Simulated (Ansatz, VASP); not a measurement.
## AlNi in VASP and in Ansatz

INCAR

```
SYSTEM = AlNi
PREC     = Accurate       ! precision mode
ENCUT    = 600            ! plane-wave cutoff, eV
EDIFF    = 1E-7           ! SCF threshold, eV
ISMEAR   = 0              ! smearing method
SIGMA    = 0.1            ! smearing width, eV
LREAL    = .FALSE.        ! projectors in reciprocal space
LASPH    = .TRUE.         ! aspherical terms in the spheres
NELM     = 80             ! most SCF steps
ALGO     = Fast           ! electronic algorithm
ISIF     = 3              ! what is computed and relaxed
LWAVE    = .FALSE.        ! write WAVECAR
LCHARG   = .FALSE.        ! write CHGCAR
GGA      = PE             ! functional
IBRION   = 2              ! ionic algorithm
NSW      = 100            ! ionic steps
EDIFFG   = -0.01          ! ionic threshold
```

KPOINTS

```
regular mesh
0
G
  24 24 14
  0 0 0
```

Contents of POSCAR:

```
AlNi
1.0
    2.7570963090      0.0000000000      0.0000000000
   -1.3785481545      2.3877154443      0.0000000000
    0.0000000000      0.0000000000      3.8218409154
Al Ni
1 1
Direct
    0.0000000000      0.0000000000      0.0000000000
    0.6666666667      0.3333333333      0.5000000000
```

Input for Ansatz:

```yaml
crystal:
  lattice:
    - [2.757096309, 0.0, 0.0]
    - [-1.3785481545, 2.3877154443, 0.0]
    - [0.0, 0.0, 3.8218409154]
  atoms:
    - { symbol: Al, position: [0.0, 0.0, 0.0] }
    - { symbol: Ni, position: [0.6666666667, 0.3333333333, 0.5] }
basis:
  ecutwfc: 420
kpoints:
  mp_grid: { grid: [24, 24, 14] }
hamiltonian:
  xc: pbe
scf:
  occupations: { method: gaussian, width: 0.1 }
output:
  forces: true
  stress: true
  eigenvalues: true
relax:
  adjacent_minimum: "off"
  f_tol: 0.01
  max_steps: 80
  cell: { stress_tol: 0.05 }
```

Change from the starting cell: species swapped into the WC type (P-6m2, No. 187).

Alike in both runs: task relaxation of cell and atoms; functional PBE; k mesh 24 × 24 × 14; occupations gaussian, width 0.1 eV; no spin polarisation.

|  | VASP | Ansatz |
| --- | --- | --- |
| version | VASP 6.6.1 | Ansatz 0.2.0 |
| potentials or method | VASP PAW PBE potentials, release 64 (Al, Ni), cutoff 600 eV | scalar-relativistic, plane waves, PAW |
| valence electrons in the cell | 13 | 21 |

|  | VASP | Ansatz | Ansatz less VASP |
| --- | --- | --- | --- |
| gap on the k mesh at the Fermi level, each at its own relaxed structure (eV) | none | none | - |
| relaxed volume (Å³/atom) | 12.59 | 12.58 | -0.004 |
| relaxed cell length with the largest relative difference (Å) | 3.816 | 3.818 | +0.0026 |

A gap of «none» marks a metal or a gap that the smearing closes. VASP's potentials hold 13 valence electrons a cell and Ansatz's 21, so a difference there can come from the potentials and not from the codes.
